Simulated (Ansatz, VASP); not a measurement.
# InSb: VASP beside Ansatz

```
CELL_PARAMETERS angstrom
0.00000 3.27927 3.27927
3.27927 0.00000 3.27927
3.27927 3.27927 0.00000
ATOMIC_POSITIONS crystal
In 0.00000 0.00000 0.00000
Sb 0.75000 0.75000 0.75000
```

Alike in both runs: functional r2SCAN; k mesh 12 × 12 × 12; occupations fermi-dirac, width 0.15 eV; no spin polarisation.

Ansatz relaxed the structure, and its values are those at the end. VASP's run is a single point on that final structure, the one shown.

|  | VASP | Ansatz |
| --- | --- | --- |
| version | VASP 6.6.1 | Ansatz 0.2.0 |
| potentials or method | VASP PAW PBE potentials, release 64 (In_d, Sb), cutoff 520 eV | scalar-relativistic, plane waves, PAW |
| valence electrons in the cell | 18 | 28 |

|  | VASP | Ansatz | Ansatz less VASP |
| --- | --- | --- | --- |
| gap on the k mesh at the Fermi level (eV) | none | none | - |
| pressure (GPa) | 0.0 | 0.0 | +0.04 |

VASP's potentials were made for PBE, not for r2SCAN. A gap of «none» marks a metal or a gap that the smearing closes. VASP's potentials hold 18 valence electrons a cell and Ansatz's 28, so a difference there can come from the potentials and not from the codes.

Spin-orbit coupling is off throughout.
